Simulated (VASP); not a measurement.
# Tl2I (Fm-3m) in VASP: further runs

Tl2I is run at these levels: r2SCAN; tasks: single point, relaxation of cell and atoms.

Everything below comes from runs of VASP 6.6.1. Logs are shortened: lines on timing, memory, paths and dates and some standing lists are left out, and cuts for length are marked.

## Step 1: The cell of the first run

It takes space group Fm-3m (No. 225, cubic). The conventional cell has a = 7.332 Å, b = 7.332 Å, c = 7.332 Å, α = 90.00°, β = 90.00°, γ = 90.00°. Tl (site symmetry -43m) has 4 I at 3.18 Å and 6 Tl at 3.67 Å within 4.2 Å. I (site symmetry m-3m) has 8 Tl at 3.18 Å within 4.2 Å.

## Step 2: Single point, r2SCAN

Contents of POSCAR:

```
Tl2I
1.0
    0.0000000000      3.6662368766      3.6662368766
    3.6662368766      0.0000000000      3.6662368766
    3.6662368766      3.6662368766      0.0000000000
Tl I
2 1
Direct
    0.2500000000      0.2500000000      0.2500000000
    0.7500000000      0.7500000000      0.7500000000
    0.0000000000      0.0000000000      0.0000000000
```

Contents of INCAR.step1:

```
PREC = Accurate
ENCUT = 520
ISMEAR = 0
SIGMA = 0.1
LREAL = F
LASPH = T
NELM = 80
NBANDS = 24
GGA = PE
ALGO = Normal
EDIFF = 1E-4
LWAVE = T
LCHARG = F
```

Contents of INCAR.step2:

```
PREC = Accurate
ENCUT = 520
EDIFF = 1E-6
ISMEAR = 0
SIGMA = 0.1
LREAL = F
LASPH = T
NELM = 80
ALGO = Normal
ISIF = 2
LWAVE = F
LCHARG = F
METAGGA = R2SCAN
LMIXTAU = T
NBANDS = 24
ISTART = 1
```

Contents of KPOINTS:

```
Automatic mesh
0
Gamma
  4 4 4
```

Potentials or basis: VASP PAW PBE potentials, release 64 (Tl_d, I).

On the command line:

```sh
cat potpaw_PBE.64/Tl_d/POTCAR potpaw_PBE.64/I/POTCAR > POTCAR
cp INCAR.step1 INCAR
mpirun -np 1 vasp_std > vasp.out
cp INCAR.step2 INCAR
mpirun -np 1 vasp_std > vasp.out
```

OUTCAR:

```text
PREC = Accurate
   ENCUT = 520
   EDIFF = 1E-6
   ISMEAR = 0
   LREAL = F
   LASPH = T
   NELM = 80
   ISIF = 2
   METAGGA = R2SCAN
   ISTART = 1

 ion  position               nearest neighbor table
   1  0.250  0.250  0.250-   3 3.18   3 3.18   3 3.18   3 3.18   2 3.67   2 3.67   2 3.67   2 3.67
                             2 3.67   2 3.67
   2  0.750  0.750  0.750-   3 3.18   3 3.18   3 3.18   3 3.18   1 3.67   1 3.67   1 3.67   1 3.67
                             1 3.67   1 3.67
   3  0.000  0.000  0.000-   1 3.18   2 3.18   2 3.18   2 3.18   2 3.18   1 3.18   1 3.18   1 3.18

  LATTYP: Found a face centered cubic cell.
 ALAT       =     7.3324737532

  Lattice vectors:

 A1 = (   0.0000000000,   3.6662368766,   3.6662368766)
 A2 = (   3.6662368766,   0.0000000000,   3.6662368766)
 A3 = (   3.6662368766,   3.6662368766,   0.0000000000)

Analysis of symmetry for initial positions (statically):
=====================================================================
 Subroutine PRICEL returns:
 Original cell was already a primitive cell.

 Routine SETGRP: Setting up the symmetry group for a
 face centered cubic supercell.

 Subroutine GETGRP returns: Found 48 space group operations
 (whereof 48 operations were pure point group operations)
 out of a pool of 48 trial point group operations.

The static configuration has the point symmetry O_h .

Analysis of symmetry for dynamics (positions and initial velocities):
=====================================================================
 Subroutine PRICEL returns:
 Original cell was already a primitive cell.

 Routine SETGRP: Setting up the symmetry group for a
 face centered cubic supercell.

 Subroutine GETGRP returns: Found 48 space group operations
 (whereof 48 operations were pure point group operations)
 out of a pool of 48 trial point group operations.

The dynamic configuration has the point symmetry O_h .

 Subroutine INISYM returns: Found 48 space group operations
 (whereof 48 operations are pure point group operations),
 and found     1 'primitive' translations

----------------------------------------------------------------------------------------

                                     Primitive cell

  volume of cell :      98.5579

  direct lattice vectors                    reciprocal lattice vectors
     0.000000000  3.666236877  3.666236877    -0.136379622  0.136379622  0.136379622
     3.666236877  0.000000000  3.666236877     0.136379622 -0.136379622  0.136379622
     3.666236877  3.666236877  0.000000000     0.136379622  0.136379622 -0.136379622

  length of vectors
     5.184841914  5.184841914  5.184841914     0.236216435  0.236216435  0.236216435

  position of ions in fractional coordinates (direct lattice)
     0.250000000  0.250000000  0.250000000
     0.750000000  0.750000000  0.750000000
     0.000000000  0.000000000  0.000000000

  ion indices of the primitive-cell ions
   primitive index   ion index
                 1           1
                 2           2
                 3           3

----------------------------------------------------------------------------------------

 KPOINTS: Automatic mesh

Automatic generation of k-mesh.
 Grid dimensions read from file:
 generate k-points for:    4    4    4

 Generating k-lattice:

  Cartesian coordinates                     Fractional coordinates (reciprocal lattice)
    -0.034094906  0.034094906  0.034094906     0.250000000  0.000000000  0.000000000
     0.034094906 -0.034094906  0.034094906     0.000000000  0.250000000  0.000000000
     0.034094906  0.034094906 -0.034094906     0.000000000  0.000000000  0.250000000

  Length of vectors
     0.059054109  0.059054109  0.059054109

  Shift w.r.t. Gamma in fractional coordinates (k-lattice)
     0.000000000  0.000000000  0.000000000

 Subroutine IBZKPT returns following result:
 ===========================================

 Found      8 irreducible k-points:

 Following reciprocal coordinates:
            Coordinates               Weight
  0.000000  0.000000  0.000000      1.000000
  0.250000  0.000000  0.000000      8.000000
  0.500000  0.000000  0.000000      4.000000
  0.250000  0.250000  0.000000      6.000000
  0.500000  0.250000  0.000000     24.000000
 -0.250000  0.250000  0.000000     12.000000
  0.500000  0.500000  0.000000      3.000000
 -0.250000  0.500000  0.250000      6.000000
   k-points           NKPTS =      8   k-points in BZ     NKDIM =      8   number of bands    NBANDS=     24
   number of dos      NEDOS =    301   number of ions     NIONS =      3
   total plane-waves  NPLWV =  64000
   dimension x,y,z NGX =    40 NGY =   40 NGZ =   40
   dimension x,y,z NGXF=    80 NGYF=   80 NGZF=   80
   ions per type =               2   1
   NGX,Y,Z   is equivalent  to a cutoff of  12.83, 12.83, 12.83 a.u.
   NGXF,Y,Z  is equivalent  to a cutoff of  25.65, 25.65, 25.65 a.u.
 SYSTEM =  unknown system
   PREC   = accura    normal or accurate (medium, high low for compatibility)
   ISTART =      1    job   : 0-new  1-cont  2-samecut
   ICHARG =      0    charge: 1-file 2-atom 10-const
   ISPIN  =      1    spin polarized calculation?
   LNONCOLLINEAR =      F non collinear calculations
   LSORBIT =      F    spin-orbit coupling
   LASPH  =      T    aspherical Exc in radial PAW
   ENCUT  =  520.0 eV  38.22 Ry    6.18 a.u.   9.64  9.64  9.64*2*pi/ulx,y,z
   NELM   =     80;   NELMIN=  2; NELMDL=  0     # of ELM steps
   EDIFF  = 0.1E-05   stopping-criterion for ELM
   LREAL  =      F    real-space projection
   EDIFFG = 0.1E-04   stopping-criterion for IOM
   NSW    =      0    number of steps for IOM
   IBRION =     -1    ionic relax: 0-MD 1-quasi-New 2-CG
   NFREE  =      0    steps in history (QN), initial steepest desc. (CG)
   ISIF   =      2    stress and relaxation
   ISYM   =      2    0-nonsym 1-usesym 2-fastsym
   POTIM  = 0.5000    time-step for ionic-motion
   TEBEG  =    0.0;   TEEND  =   0.0 temperature during run
   PSTRESS=    0.0 pullay stress
   NELECT =      33.0000    total number of electrons
   NUPDOWN=      -1.0000    fix difference up-down
   EMIN   =  10.00;   EMAX   =-10.00  energy-range for DOS
   EFERMI =   0.00;   METHOD = LEGACY
   ISMEAR =     0;   SIGMA  =   0.10  broadening in eV -4-tet -1-fermi 0-gaus
   EFERMI_NEDOS =   21; number of points for ismear=-14 and -15
   IALGO  =     38    algorithm
   IMIX   =      4    mixing-type and parameters
     AMIX     =   0.40;   BMIX     =  1.00
     AMIX_MAG =   1.60;   BMIX_MAG =  1.00
  volume/ion in A,a.u.               =      32.85       221.70
  Fermi-wavevector in a.u.,A,eV,Ry     =   1.136795  2.148232 17.582859  1.292304
  Thomas-Fermi vector in A             =   2.273500
   LORBIT       =      0    0 simple, 1 ext, 2 COOP (PROOUT), +10 PAW based schemes
   METAGGA = R2SCAN    functional components
   LHFCALC =     F    Hartree Fock is set to
   AEXX    =    0.0000 exact exchange contribution
   IVDW    =     0    specifies the selected vdW correction
   LEPSILON=     F    determine dielectric tensor
   LRPA    =     F    only Hartree local field effects (RPA)
 non-spin polarized calculation
 Gauss-broadening in eV      SIGMA  =   0.10
  energy-cutoff  :      520.00
  volume of cell :       98.56
 maximum number of plane-waves:      2685
 NGX is ok and might be reduce to    40
   NGX = 19   NGY = 19   NGZ = 19

 number of electron      32.9999995 magnetization

 Free energy of the ion-electron system (eV)
  ---------------------------------------------------
  ext. energy  EPLUGINS =         0.00000000
  ---------------------------------------------------
  free energy    TOTEN  =      -130.36740512 eV

  energy without entropy =     -130.35324901  energy(sigma->0) =     -130.36032706

 E-fermi :   6.5366     XC(G=0):  -9.7557

 val. band max:        6.4863736752   @ k =  -0.2500   0.5000   0.2500
 cond. band min:       6.7434711492   @ k =   0.2500   0.0000   0.0000
 fundamental gap:      0.2570974739
 Fermi energy:         6.5366310187

 k-point     1 :       0.0000    0.0000    0.0000
  band No.  band energies     occupation
      1      -9.1121      2.00000
      2      -6.4062      2.00000
      3      -6.4062      2.00000
      4      -6.3843      2.00000
      5      -6.3843      2.00000
      6      -6.3843      2.00000
[... 16 lines left out ...]
     23      12.0645      0.00000
     24      12.0645      0.00000

 k-point     2 :       0.2500    0.0000    0.0000
  band No.  band energies     occupation
      1      -9.0234      2.00000
      2      -6.3538      2.00000
      3      -6.3538      2.00000
      4      -6.3164      2.00000
      5      -6.3164      2.00000
      6      -6.2143      2.00000
[... 16 lines left out ...]
     23      13.9891      0.00000
     24      14.0408      0.00000

 k-point     3 :       0.5000    0.0000    0.0000
  band No.  band energies     occupation
      1      -8.9361      2.00000
      2      -6.2518      2.00000
      3      -6.2518      2.00000
      4      -6.1701      2.00000
      5      -6.1701      2.00000
      6      -6.1634      2.00000
[... 16 lines left out ...]
     23      12.7708      0.00000
     24      12.7708      0.00000

 k-point     4 :       0.2500    0.2500    0.0000
  band No.  band energies     occupation
      1      -8.9964      2.00000
      2      -6.3934      2.00000
      3      -6.3029      2.00000
      4      -6.2801      2.00000
      5      -6.2801      2.00000
      6      -6.1937      2.00000
[... 16 lines left out ...]
     23      12.3916      0.00000
     24      13.1566      0.00000

 k-point     5 :       0.5000    0.2500    0.0000
  band No.  band energies     occupation
      1      -8.9126      2.00000
      2      -6.3231      2.00000
      3      -6.2494      2.00000
      4      -6.2242      2.00000
      5      -6.2189      2.00000
      6      -6.1782      2.00000
[... 16 lines left out ...]
     23      13.0364      0.00000
     24      13.5842      0.00000

 k-point     6 :      -0.2500    0.2500    0.0000
  band No.  band energies     occupation
      1      -8.9389      2.00000
      2      -6.3317      2.00000
      3      -6.2968      2.00000
      4      -6.2037      2.00000
      5      -6.1969      2.00000
      6      -6.1775      2.00000
[... 16 lines left out ...]
     23      12.6773      0.00000
     24      13.4910      0.00000

 k-point     7 :       0.5000    0.5000    0.0000
  band No.  band energies     occupation
      1      -8.8887      2.00000
      2      -6.3805      2.00000
      3      -6.2620      2.00000
      4      -6.2014      2.00000
      5      -6.2014      2.00000
      6      -6.1784      2.00000
[... 16 lines left out ...]
     23      12.8945      0.00000
     24      13.2355      0.00000

 k-point     8 :      -0.2500    0.5000    0.2500
  band No.  band energies     occupation
      1      -8.8870      2.00000
      2      -6.3040      2.00000
      3      -6.3040      2.00000
      4      -6.2725      2.00000
      5      -6.1804      2.00000
      6      -6.1804      2.00000
[... 16 lines left out ...]
     23      12.9788      0.00000
     24      13.8726      0.00000

------------------------ aborting loop because EDIFF is reached ----------------------------------------

  FORCE on cell =-STRESS in cart. coord.  units (eV):
  Direction    XX          YY          ZZ          XY          YZ          ZX
  --------------------------------------------------------------------------------------
  -------------------------------------------------------------------------------------
  Total        6.4090357      6.4090357      6.4090357      0.0000000      0.0000000     -0.0000000
  in kB      104.1865629    104.1865629    104.1865629      0.0000000      0.0000000     -0.0000000
  external PRESSURE =     104.1865629 kB  Pullay stress =       0.0000000 kB

 VOLUME and BASIS-vectors are now :
 -----------------------------------------------------------------------------
  energy-cutoff  :      520.00
  volume of cell :       98.56
      direct lattice vectors                 reciprocal lattice vectors
     0.000000000  3.666236877  3.666236877    -0.136379622  0.136379622  0.136379622
     3.666236877  0.000000000  3.666236877     0.136379622 -0.136379622  0.136379622
     3.666236877  3.666236877  0.000000000     0.136379622  0.136379622 -0.136379622

 POSITION                                       TOTAL-FORCE (eV/Angst)
 -----------------------------------------------------------------------------------
      1.83312      1.83312      1.83312         0.000000      0.000000     -0.000000
      5.49936      5.49936      5.49936        -0.000000     -0.000000      0.000000
      0.00000      0.00000      0.00000        -0.000000      0.000000      0.000000
 -----------------------------------------------------------------------------------
    total drift:                               -0.000000     -0.000000      0.000000

  FREE ENERGIE OF THE ION-ELECTRON SYSTEM (eV)
  ---------------------------------------------------
  free  energy   TOTEN  =      -130.3674051220 eV

  energy  without entropy=     -130.3532490070  energy(sigma->0) =     -130.36032706
```

It took 2.6 min on 1 thread of Intel Xeon 8259CL, shared host; peak memory 0.27 GiB.

Results:

| Item | Value |
| --- | --- |
| Free energy | -130.3674 eV |
| Pressure | 10.4 GPa |
| Band gap on the k mesh | zero (an odd number of electrons rules out a gap without spin polarisation) |

Caveat: the k points lie up to 0.37 Å⁻¹ apart, too coarse for converged energies and pressures of a metal; the PAW data sets were made with another functional, which shifts forces and pressure a little; spin-orbit coupling is left out, which moves the levels of the heavy elements; an odd number of electrons without spin polarisation forces a metal; a magnetic or distorted state may lie lower.

## Step 3: Single point, r2SCAN

This run uses another cell than the first one, of 44.89 Å³/atom.

Contents of POSCAR:

```
Tl2I
1.0
    0.0000000000      4.0683766038      4.0683766038
    4.0683766038      0.0000000000      4.0683766038
    4.0683766038      4.0683766038      0.0000000000
Tl I
2 1
Direct
    0.2500000000      0.2500000000      0.2500000000
    0.7500000000      0.7500000000      0.7500000000
    0.0000000000      0.0000000000      0.0000000000
```

Contents of INCAR.step1:

```
PREC = Accurate
ENCUT = 520
ISMEAR = 0
SIGMA = 0.1
LREAL = False
LASPH = True
NELM = 80
NBANDS = 24
GGA = PE
ALGO = Normal
EDIFF = 1E-4
LWAVE = True
LCHARG = False
```

Contents of INCAR.step2:

```
PREC = Accurate
ENCUT = 520
EDIFF = 1E-6
ISMEAR = 0
SIGMA = 0.1
LREAL = False
LASPH = True
NELM = 80
ALGO = Normal
ISIF = 2
LWAVE = False
LCHARG = False
METAGGA = R2SCAN
LMIXTAU = True
NBANDS = 24
ISTART = 1
```

KPOINTS is that of step 2.

Potentials or basis: VASP PAW PBE potentials, release 64 (Tl_d, I).

On the command line:

```sh
cat potpaw_PBE.64/Tl_d/POTCAR potpaw_PBE.64/I/POTCAR > POTCAR
cp INCAR.step1 INCAR
mpirun -np 1 vasp_std > vasp.out
cp INCAR.step2 INCAR
mpirun -np 1 vasp_std > vasp.out
```

Wall time 5.2 min (1 thread of Intel Xeon 8259CL, shared host); peak memory 0.36 GiB.

The run converged. Its results:

* Free energy: -131.2696 eV
* Pressure: 0.2 GPa
* Band gap on the k mesh: zero (an odd number of electrons rules out a gap without spin polarisation)

Levels at points of the mesh, in eV from the Fermi level:
```csv
k point,band 13,band 14,band 15,band 16,band 17,band 18,band 19,band 20
"(0.00, 0.00, 0.00)",-5.45,-4.06,-4.06,-4.06,-0.01,-0.01,-0.01,3.37
"(0.50, 0.00, 0.00)",-6.62,-4.31,-4.31,-2.82,0.65,0.65,1.50,2.00
"(0.50, 0.50, 0.00)",-6.31,-4.70,-4.70,-2.38,-1.08,1.74,1.74,3.47
```

Caveat: the PAW data sets were made with another functional, which shifts forces and pressure a little; spin-orbit coupling is left out, which moves the levels of the heavy elements; an odd number of electrons without spin polarisation forces a metal; a magnetic or distorted state may lie lower.

[end of part 1 of 2]

The gap in the log of VASP goes by the Fermi energy; the results here count the filled bands.